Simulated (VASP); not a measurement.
# TiSi (Cmmm) in VASP: notebook

Runs on TiSi. Level: PBEsol. Tasks: single point, relaxation of cell and atoms.

All numbers are computed with VASP 6.6.1; they aren't measurements. Logs are shortened: lines on timing, memory, paths and dates and some standing lists are left out, and cuts for length are marked.

## 1. The cell of the first run

The structure is orthorhombic, space group Cmmm (No. 65). The conventional cell has a = 3.592 Å, b = 4.147 Å, c = 3.799 Å, α = 90.00°, β = 90.00°, γ = 90.00°. Ti (site symmetry mmm) has 8 Si at 2.61 to 2.81 Å and 4 Ti at 2.74 Å within 3.4 Å. Si (site symmetry mmm) has 8 Ti at 2.61 to 2.81 Å and 4 Si at 2.74 Å within 3.4 Å.

## 2. Single point, PBEsol

File INCAR:

```
SYSTEM = TiSi
  PREC = Accurate
  ENCUT = 520
  EDIFF = 1E-7
  ISMEAR = -1
  SIGMA = 0.1
  LREAL = .False.
  LASPH = .True.
  NELM = 100
  ALGO = Normal
  ISIF = 2
  LWAVE = .False.
  LCHARG = .False.
  GGA = PS
  NBANDS = 15
```

File KPOINTS:

```
Automatic mesh
0
Gamma
  9 9 7
  0 0 0
```

File POSCAR:

```
TiSi
1.0
    1.7960091883     -2.0732793178      0.0000000000
    1.7960091883      2.0732793178      0.0000000000
    0.0000000000      0.0000000000      3.7986232225
Ti Si
1 1
Direct
    0.5000000000      0.5000000000      0.0000000000
    0.0000000000      0.0000000000      0.5000000000
```

Potentials or basis: VASP PAW PBE potentials, release 64 (Ti_sv, Si).

Started as:

```console
cat potpaw_PBE.64/Ti_sv/POTCAR potpaw_PBE.64/Si/POTCAR > POTCAR
mpirun -np 1 vasp_std > vasp.out
```

OUTCAR:

```text
SYSTEM = TiSi
   PREC = Accurate
   ENCUT = 520
   EDIFF = 1E-7
   ISMEAR = -1
   LREAL = .False.
   LASPH = .True.
   NELM = 100
   ISIF = 2
   GGA = PS

 ion  position               nearest neighbor table
   1  0.500  0.500  0.000-   2 2.61   2 2.61   2 2.61   2 2.61   2 2.81   2 2.81   2 2.81   2 2.81

   2  0.000  0.000  0.500-   1 2.61   1 2.61   1 2.61   1 2.61   1 2.81   1 2.81   1 2.81   1 2.81

  LATTYP: Found a base centered orthorhombic cell.
 ALAT       =     3.5920183766
 B/A-ratio  =     1.1543812422
 C/A-ratio  =     1.0575177586

  Lattice vectors:

 A1 = (   1.7960091883,  -2.0732793178,   0.0000000000)
 A2 = (   1.7960091883,   2.0732793178,   0.0000000000)
 A3 = (   0.0000000000,   0.0000000000,   3.7986232225)

Analysis of symmetry for initial positions (statically):
=====================================================================
 Subroutine PRICEL returns:
 Original cell was already a primitive cell.

 Routine SETGRP: Setting up the symmetry group for a
 base centered orthorhombic supercell.

 Subroutine GETGRP returns: Found  8 space group operations
 (whereof  8 operations were pure point group operations)
 out of a pool of  8 trial point group operations.

The static configuration has the point symmetry D_2h.

Analysis of symmetry for dynamics (positions and initial velocities):
=====================================================================
 Subroutine PRICEL returns:
 Original cell was already a primitive cell.

 Routine SETGRP: Setting up the symmetry group for a
 base centered orthorhombic supercell.

 Subroutine GETGRP returns: Found  8 space group operations
 (whereof  8 operations were pure point group operations)
 out of a pool of  8 trial point group operations.

The dynamic configuration has the point symmetry D_2h.

 Subroutine INISYM returns: Found  8 space group operations
 (whereof  8 operations are pure point group operations),
 and found     1 'primitive' translations

----------------------------------------------------------------------------------------

                                     Primitive cell

  volume of cell :      28.2893

  direct lattice vectors                    reciprocal lattice vectors
     1.796009188 -2.073279318  0.000000000     0.278395012 -0.241163839  0.000000000
     1.796009188  2.073279318  0.000000000     0.278395012  0.241163839  0.000000000
     0.000000000  0.000000000  3.798623222     0.000000000  0.000000000  0.263253274

  length of vectors
[... 87 lines left out ...]
   NFREE  =      0    steps in history (QN), initial steepest desc. (CG)
   ISIF   =      2    stress and relaxation
   ISYM   =      2    0-nonsym 1-usesym 2-fastsym
   POTIM  = 0.5000    time-step for ionic-motion
   TEBEG  =    0.0;   TEEND  =   0.0 temperature during run
   PSTRESS=    0.0 pullay stress
   NELECT =      16.0000    total number of electrons
   NUPDOWN=      -1.0000    fix difference up-down
   EMIN   =  10.00;   EMAX   =-10.00  energy-range for DOS
   EFERMI =   0.00;   METHOD = LEGACY
   ISMEAR =    -1;   SIGMA  =   0.10  broadening in eV -4-tet -1-fermi 0-gaus
   EFERMI_NEDOS =   21; number of points for ismear=-14 and -15
   IALGO  =     38    algorithm
   IMIX   =      4    mixing-type and parameters
     AMIX     =   0.40;   BMIX     =  1.00
     AMIX_MAG =   1.60;   BMIX_MAG =  1.00
  volume/ion in A,a.u.               =      14.14        95.45
  Fermi-wavevector in a.u.,A,eV,Ry     =   1.353861  2.558426 24.938644  1.832939
  Thomas-Fermi vector in A             =   2.481081
   LORBIT       =      0    0 simple, 1 ext, 2 COOP (PROOUT), +10 PAW based schemes
   GGA     = PS    functional components
   LHFCALC =     F    Hartree Fock is set to
   AEXX    =    0.0000 exact exchange contribution
   IVDW    =     0    specifies the selected vdW correction
   LEPSILON=     F    determine dielectric tensor
   LRPA    =     F    only Hartree local field effects (RPA)
 non-spin polarized calculation
  energy-cutoff  :      520.00
  volume of cell :       28.29
 maximum number of plane-waves:       774
   NGX = 11   NGY = 11   NGZ = 15

 number of electron      16.0000011 magnetization

 Free energy of the ion-electron system (eV)
  ---------------------------------------------------
  ext. energy  EPLUGINS =         0.00000000
  ---------------------------------------------------
  free energy    TOTEN  =       -15.34509556 eV

  energy without entropy =      -15.30497380  energy(sigma->0) =      -15.32503468

 E-fermi :  10.4382     XC(G=0): -11.9909

 val. band max:       10.4259649881   @ k =  -0.3333   0.2222   0.2857
 cond. band min:      10.4480016506   @ k =   0.4444   0.2222   0.2857
 fundamental gap:      0.0220366625
 Fermi energy:        10.4381879194

 k-point     1 :       0.0000    0.0000    0.0000
  band No.  band energies     occupation
      1     -45.9492      2.00000
      2     -22.4726      2.00000
      3     -22.0058      2.00000
      4     -21.8858      2.00000
      5      -1.4972      2.00000
      6       7.8968      2.00000
      7       8.6378      2.00000
      8       9.2459      1.99999
      9      12.2260      0.00000
     10      12.8768      0.00000
     11      13.5623      0.00000
     12      15.9736      0.00000
     13      16.7098      0.00000
     14      16.9218      0.00000
[... 401 lines left out ...]
      2     -22.5129      2.00000
      3     -22.4464      2.00000
      4     -22.3170      2.00000
      5       4.6317      2.00000
      6       6.7882      2.00000
      7       7.7374      2.00000
      8       9.5683      1.99967
      9       9.7459      1.99803
     10      10.0870      1.94204
     11      13.8124      0.00000
     12      14.1990      0.00000
     13      14.6384      0.00000
     14      17.4533      0.00000
     15      20.3021      0.00000

 [... further k-points ...]
[... 5 lines left out ...]
  --------------------------------------------------------------------------------------
  -------------------------------------------------------------------------------------
  Total        0.0057873     -0.0074628      0.0245280      0.0000000      0.0000000      0.0000000
  in kB        0.3277659     -0.4226566      1.3891543      0.0000000      0.0000000      0.0000000
  external PRESSURE =       0.4314212 kB  Pullay stress =       0.0000000 kB

 VOLUME and BASIS-vectors are now :
 -----------------------------------------------------------------------------
  energy-cutoff  :      520.00
  volume of cell :       28.29
      direct lattice vectors                 reciprocal lattice vectors
     1.796009188 -2.073279318  0.000000000     0.278395012 -0.241163839  0.000000000
     1.796009188  2.073279318  0.000000000     0.278395012  0.241163839  0.000000000
     0.000000000  0.000000000  3.798623222     0.000000000  0.000000000  0.263253274

 POSITION                                       TOTAL-FORCE (eV/Angst)
 -----------------------------------------------------------------------------------
      1.79601      0.00000      0.00000         0.000000     -0.000000      0.000000
      0.00000      0.00000      1.89931        -0.000000      0.000000      0.000000
 -----------------------------------------------------------------------------------
    total drift:                                0.000000      0.000000     -0.000000

  FREE ENERGIE OF THE ION-ELECTRON SYSTEM (eV)
  ---------------------------------------------------
  free  energy   TOTEN  =       -15.3450955635 eV

  energy  without entropy=      -15.3049738020  energy(sigma->0) =      -15.32503468
```

stdout:

```text
POSCAR found type information on POSCAR TiSi
 POSCAR found :  2 types and       2 ions
 scaLAPACK will be used
 -----------------------------------------------------------------------------
|                                                                             |
|                                                                             |
|     You enforced a specific xc type in the INCAR file but a different       |
|     I HOPE YOU KNOW WHAT YOU ARE DOING!                                     |
|                                                                             |
 -----------------------------------------------------------------------------

 LDA part: xc-table for (Slater+PW92), standard interpolation
 POSCAR, INCAR and KPOINTS ok, starting setup
 FFT: planning ... GRIDC
 FFT: planning ... GRID_SOFT
 FFT: planning ... GRID
 WAVECAR not read
 entering main loop
```

Run time: 56 s. Hardware: 1 thread of Intel Xeon 6975P-C, shared host; peak memory 0.16 GiB.

What came out:

| Quantity | Value |
| --- | --- |
| Free energy | -15.3451 eV |
| Pressure | 0.0 GPa |
| Band gap on the k mesh | zero (band 8 reaches 10.94 eV, above the bottom of band 9 at 9.52 eV) |

Stress tensor (GPa, compression positive):
```
 0.03  0.00  0.00
 0.00 -0.04  0.00
 0.00  0.00  0.14
```

Caveat: the PAW data sets were made with another functional, which shifts forces and pressure a little.

## 3. Relaxation of cell and atoms, PBEsol

This run uses another cell than the first one, of 14.63 Å³/atom, 1.034 times its volume.

File INCAR:

```
ALGO     = Normal         # electronic algorithm
EDIFF    = 1E-6           # SCF threshold, eV
EDIFFG   = -0.02          # ionic threshold
ENCUT    = 600            # plane-wave cutoff, eV
GGA      = PS             # functional
IBRION   = 2              # ionic algorithm
ISIF     = 3              # what is computed and relaxed
ISMEAR   = -1             # smearing method
LASPH    = T              # aspherical terms in the spheres
LCHARG   = F              # write CHGCAR
LREAL    = F              # projectors in reciprocal space
LWAVE    = F              # write WAVECAR
NELM     = 80             # most SCF steps
NSW      = 80             # ionic steps
PREC     = Accurate       # precision mode
SIGMA    = 0.1            # smearing width, eV
```

File KPOINTS:

```
k-points
0
Gamma
  9 9 7
```

File POSCAR:

```
TiSi
1.0
    1.8161780000     -2.1176240000      0.0000000000
    1.8161780000      2.1176240000      0.0000000000
    0.0000000000      0.0000000000      3.8039340000
Ti Si
1 1
Direct
    0.5000000000      0.5000000000      0.0000000000
    0.0000000000      0.0000000000      0.5000000000
```

Potentials or basis: VASP PAW PBE potentials, release 64 (Ti_sv, Si).

Started as:

```console
cat potpaw_PBE.64/Ti_sv/POTCAR potpaw_PBE.64/Si/POTCAR > POTCAR
mpirun -np 1 vasp_std > vasp.out
```

OUTCAR:

```text
EDIFF = 1E-6
   EDIFFG = -0.02
   ENCUT = 600
   GGA = PS
   IBRION = 2
   ISIF = 3
   ISMEAR = -1
   LASPH = T
   LREAL = F
   NELM = 80
   NSW = 80
   PREC = Accurate

 ion  position               nearest neighbor table
   1  0.500  0.500  0.000-   2 2.63   2 2.63   2 2.63   2 2.63   2 2.85   2 2.85   2 2.85   2 2.85

   2  0.000  0.000  0.500-   1 2.63   1 2.63   1 2.63   1 2.63   1 2.85   1 2.85   1 2.85   1 2.85

  LATTYP: Found a base centered orthorhombic cell.
 ALAT       =     3.6323560000
 B/A-ratio  =     1.1659782246
 C/A-ratio  =     1.0472360088

  Lattice vectors:

 A1 = (   1.8161780000,  -2.1176240000,   0.0000000000)
 A2 = (   1.8161780000,   2.1176240000,   0.0000000000)
 A3 = (   0.0000000000,   0.0000000000,   3.8039340000)

Analysis of symmetry for initial positions (statically):
=====================================================================
 Subroutine PRICEL returns:
 Original cell was already a primitive cell.

 Routine SETGRP: Setting up the symmetry group for a
 base centered orthorhombic supercell.

 Subroutine GETGRP returns: Found  8 space group operations
 (whereof  8 operations were pure point group operations)
 out of a pool of  8 trial point group operations.

The static configuration has the point symmetry D_2h.

Analysis of symmetry for dynamics (positions and initial velocities):
=====================================================================
 Subroutine PRICEL returns:
[... 152 lines left out ...]
  ---------------------------------------------------
  ext. energy  EPLUGINS =         0.00000000
  ---------------------------------------------------
  free energy    TOTEN  =       -15.33180518 eV

  energy without entropy =      -15.28915554  energy(sigma->0) =      -15.31048036

 E-fermi :   9.9953     XC(G=0): -11.8349

 val. band max:        9.9902928930   @ k =  -0.1111   0.1111   0.4286
 cond. band min:       9.9959626156   @ k =   0.4444   0.2222   0.2857
 fundamental gap:      0.0056697225
 Fermi energy:         9.9952767551

 k-point     1 :       0.0000    0.0000    0.0000
  band No.  band energies     occupation
      1     -46.4461      2.00000
      2     -22.9583      2.00000
      3     -22.5419      2.00000
      4     -22.4302      2.00000
      5      -1.6811      2.00000
      6       7.6071      2.00000
      7       8.3716      2.00000
      8       8.9022      1.99996
      9      11.6828      0.00000
     10      12.3469      0.00000
     11      12.9153      0.00000
     12      15.2039      0.00000
[... 488 lines left out ...]
--------------------------------------- Ionic step        5  -------------------------------------------

 number of electron      16.0000003 magnetization

 Free energy of the ion-electron system (eV)
  ---------------------------------------------------
  ext. energy  EPLUGINS =         0.00000000
  ---------------------------------------------------
  free energy    TOTEN  =       -15.34541640 eV

  energy without entropy =      -15.30555500  energy(sigma->0) =      -15.32548570

 E-fermi :  10.4320     XC(G=0): -11.9895

 val. band max:       10.4269694391   @ k =  -0.3333   0.2222   0.2857
 cond. band min:      10.4406258723   @ k =   0.4444   0.2222   0.2857
 fundamental gap:      0.0136564333
 Fermi energy:        10.4320214601

 k-point     1 :       0.0000    0.0000    0.0000
  band No.  band energies     occupation
      1     -45.9526      2.00000
      2     -22.4779      2.00000
      3     -22.0085      2.00000
      4     -21.8867      2.00000
      5      -1.5020      2.00000
      6       7.8887      2.00000
      7       8.6109      2.00000
      8       9.2511      1.99999
      9      12.2224      0.00000
     10      12.8816      0.00000
     11      13.5562      0.00000
     12      15.9908      0.00000
[... 374 lines left out ...]
  FREE ENERGIE OF THE ION-ELECTRON SYSTEM (eV)
  ---------------------------------------------------
  free  energy   TOTEN  =       -15.3454163964 eV

  energy  without entropy=      -15.3055549963  energy(sigma->0) =      -15.32548570

 reached required accuracy - stopping structural energy minimisation
```

CONTCAR:

```text
TiSi
   1.00000000000000
     1.7924887043928130   -2.0745115859564720    0.0000000000000000
     1.7924887043928130    2.0745115859564720    0.0000000000000000
     0.0000000000000000    0.0000000000000000    3.8048179423044965
  Ti              Si
     1     1
Direct
     0.5000000000000000    0.5000000000000000    0.0000000000000000
     0.0000000000000000    1.0000000000000000    0.5000000000000000

  0.00000000E+00  0.00000000E+00  0.00000000E+00
  0.00000000E+00  0.00000000E+00  0.00000000E+00
```

Wall time 2.7 min (1 thread of Intel Xeon 6975P-C, shared host); peak memory 0.19 GiB.

Results:

```yaml
Free_energy: -15.3454 eV
Relaxed_volume: 14.15 Å³/atom
Relaxed_cell: a = 2.742 Å, b = 2.742 Å, c = 3.805 Å, α = 90.00°, β = 90.00°, γ = 98.34°
Space_group_after_relaxing_to_0.05_Å: Cmmm (No. 65)
Energy_gained_by_relaxing: 6.8 meV/atom
Ionic_steps: 5
Pressure_after_relaxing: -0.1 GPa
Band_gap_on_the_k_mesh: zero (band 8 reaches 10.95 eV, above the bottom of band 9 at 9.52 eV)
```

Stress tensor (GPa, compression positive):
```
 0.14  0.00  0.00
 0.00 -0.15  0.00
 0.00  0.00 -0.18
```

The path:
| step | energy change (eV) | largest force (eV/Å) | pressure (GPa) | volume (Å³) |
| --- | --- | --- | --- | --- |
| 1 | 0.0000 | 0.0000 | -4.20 | 29.26 |
| 2 | -0.0038 | 0.0000 | 3.89 | 27.66 |
| 3 | -0.0120 | 0.0000 | 0.05 | 28.37 |
| 4 | -0.0130 | 0.0000 | -0.03 | 28.34 |
| 5 | -0.0136 | 0.0000 | -0.06 | 28.30 |

Final structure:
```
Ti Si
1.0
     1.79249   -2.07451    0.00000
     1.79249    2.07451    0.00000
     0.00000    0.00000    3.80482
Ti Si
1 1
Direct
  0.50000 0.50000 0.00000
  0.00000 0.00000 0.50000
```

Levels at points of the mesh, in eV from the Fermi level:
| k point | band 6 | band 7 | band 8 | band 9 | band 10 | band 11 |
| --- | --- | --- | --- | --- | --- | --- |
| (0.00, 0.00, 0.00) | -2.54 | -1.82 | -1.18 | 1.79 | 2.45 | 3.12 |

Caveat: the PAW data sets were made with another functional, which shifts forces and pressure a little.
